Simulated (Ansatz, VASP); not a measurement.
One calculation of Mg2Si3N3, two programs

Contents of INCAR:

```
PREC = Accurate ; ENCUT = 600
EDIFF = 1E-6 ; ISMEAR = 0
SIGMA = 0.1 ; LREAL = F
LASPH = T ; NELM = 200
ALGO = Normal ; ISIF = 2
LWAVE = F ; LCHARG = F
ISPIN = 2 ; MAGMOM = 0 0 0 0 0 1 1 1
LORBIT = 11 ; GGA = PE
NBANDS = 30 ; GGA_COMPAT = F
```

KPOINTS

```
Automatic mesh
0
Gamma
  4 4 4
```

The input POSCAR:

```
Mg2Si3N3
1.0
    2.9668040161     -3.3987123551      0.0000000000
    2.9668040161      3.3987123551      0.0000000000
    0.0000000000      0.0000000000      5.5680548275
Mg Si N
2 3 3
Direct
    0.7509988078      0.7509988078      0.6812016176
    0.2490011922      0.2490011922      0.6812016176
    0.7231645090      0.2768354910      0.2783554346
    0.0000000000      0.0000000000      0.0430399235
    0.2768354910      0.7231645090      0.2783554346
    0.5000000000      0.5000000000      0.1103728691
    0.0000000000      0.5000000000      0.4637365515
    0.5000000000      0.0000000000      0.4637365515
```

Input for Ansatz:

```yaml
crystal:
  lattice:
    - [2.9668040161, -3.3987123551, 0.0]
    - [2.9668040161, 3.3987123551, 0.0]
    - [0.0, 0.0, 5.5680548275]
  atoms:
    - { symbol: Mg, position: [0.7509988078, 0.7509988078, 0.6812016176] }
    - { symbol: Mg, position: [0.2490011922, 0.2490011922, 0.6812016176] }
    - { symbol: Si, position: [0.723164509, 0.276835491, 0.2783554346] }
    - { symbol: Si, position: [0.0, 0.0, 0.0430399235] }
    - { symbol: Si, position: [0.276835491, 0.723164509, 0.2783554346] }
    - { symbol: "N", position: [0.5, 0.5, 0.1103728691], spin: 1.0 }
    - { symbol: "N", position: [0.0, 0.5, 0.4637365515], spin: 1.0 }
    - { symbol: "N", position: [0.5, 0.0, 0.4637365515], spin: 1.0 }
basis:
  ecutwfc: 420
kpoints:
  mp_grid: { grid: [4, 4, 4] }
hamiltonian:
  xc: pbe
scf:
  occupations: { method: gaussian, width: 0.1 }
  lower_state_search: "off"
output:
  forces: true
  stress: true
  eigenvalues: true
  populations: true
magnetization:
  spin_polarized: true
```

Alike in both runs: task single point; functional PBE; k mesh 4 × 4 × 4; occupations gaussian, width 0.1 eV; collinear spin.

|  | VASP | Ansatz |
| --- | --- | --- |
| version | VASP 6.6.1 | Ansatz 0.2.0 |
| potentials or method | VASP PAW PBE potentials, release 64 (Mg, Si, N), cutoff 600 eV | scalar-relativistic, plane waves, PAW |
| valence electrons in the cell | 31 | 47 |

Ansatz gave:

```
gap on the k mesh at the Fermi level (eV)                     : none
pressure (GPa)                                                : 0.0
traceless stress, the component that is largest in VASP (GPa) : -0.21
rms of the force components (eV/Å)                            : 0.013
net moment per atom (μB)                                      : 0.00
```

Which values does VASP return?

gap on the k mesh at the Fermi level (eV): none; pressure (GPa): -0.2; traceless stress, the component that is largest in VASP (GPa): -0.19; rms of the force components (eV/Å): 0.014; net moment per atom (μB): 0.00.

Atom by atom the forces differ by 0.008 eV/Å (rms over components). A gap of «none» marks a metal or a gap that the smearing closes. The functional is the same, so the differences come from potentials, cutoffs and numerics. VASP's potentials hold 31 valence electrons a cell and Ansatz's 47, so a difference there can come from the potentials and not from the codes. Ansatz's warnings: seeded moment not kept.
